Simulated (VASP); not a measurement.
Set up this calculation in VASP 6.6.1, as the native input.

```yaml
Task: single point
Functional: r2SCAN
Potentials_or_basis: VASP PAW PBE potentials, release 64 (Zn, O)
Cutoff: 520 eV
k_mesh: 8 × 8 × 4
Occupations: gaussian, width 0.01 eV
Spin: no spin polarisation
Dipole_correction: no
Further_INCAR_settings: ALGO = Normal; EDIFF = 1e-07; NBANDS = 26
```

Crystal: ZnO.

```
Zn O
1.0
     3.29990    0.00000    0.00000
    -1.64995    2.85780    0.00000
     0.00000    0.00000    5.14889
Zn O
2 2
Direct
  0.33333 0.66667 0.49969
  0.66667 0.33333 0.99969
  0.66667 0.33333 0.37932
  0.33333 0.66667 0.87932
```

This cell differs from its parent crystal: in-plane strain +0.02.

One way to write it, as run:

POSCAR

```
ZnO
1.0
    3.2998993658      0.0000000000      0.0000000000
   -1.6499496829      2.8577966807      0.0000000000
    0.0000000000      0.0000000000      5.1488888482
Zn O
2 2
Direct
    0.3333333333      0.6666666667      0.4996928418
    0.6666666667      0.3333333333     -0.0003071582
    0.6666666667      0.3333333333      0.3793171582
    0.3333333333      0.6666666667      0.8793171582
```

INCAR.step1

```
SYSTEM = ZnO
ALGO = Normal
EDIFF = 1E-4
ENCUT = 520
GGA = PE
ISMEAR = 0
LASPH = .TRUE.
LCHARG = .FALSE.
LREAL = .FALSE.
LWAVE = .TRUE.
NBANDS = 26
NELM = 100
PREC = Accurate
SIGMA = 0.01
```

INCAR.step2

```
SYSTEM = ZnO
ALGO = Normal
EDIFF = 1E-7
ENCUT = 520
ISIF = 2
ISMEAR = 0
ISTART = 1
LASPH = .TRUE.
LCHARG = .FALSE.
LMIXTAU = .TRUE.
LREAL = .FALSE.
LWAVE = .FALSE.
METAGGA = R2SCAN
NBANDS = 26
NELM = 100
PREC = Accurate
SIGMA = 0.01
```

KPOINTS

```
k-points
0
G
  8 8 4
  0 0 0
```

Potentials or basis: VASP PAW PBE potentials, release 64 (Zn, O).

Command:

```sh
$ cat potpaw_PBE.64/Zn/POTCAR potpaw_PBE.64/O/POTCAR > POTCAR
$ cp INCAR.step1 INCAR
$ mpirun -np 1 vasp_std > vasp.out
$ cp INCAR.step2 INCAR
$ mpirun -np 1 vasp_std > vasp.out
```

It gave:

```yaml
Pressure: -2.7 GPa
Largest_force: 0.303 eV/Å
Band_gap_on_the_k_mesh: 1.23 eV, direct
```

Caveat: the cell differs from its parent crystal (in-plane strain +0.02); the PAW data sets were made with another functional, which shifts forces and pressure a little.

It used 310 s of CPU time on 1 thread of AMD EPYC 7R13 Processor (Zen 3), on a shared host.
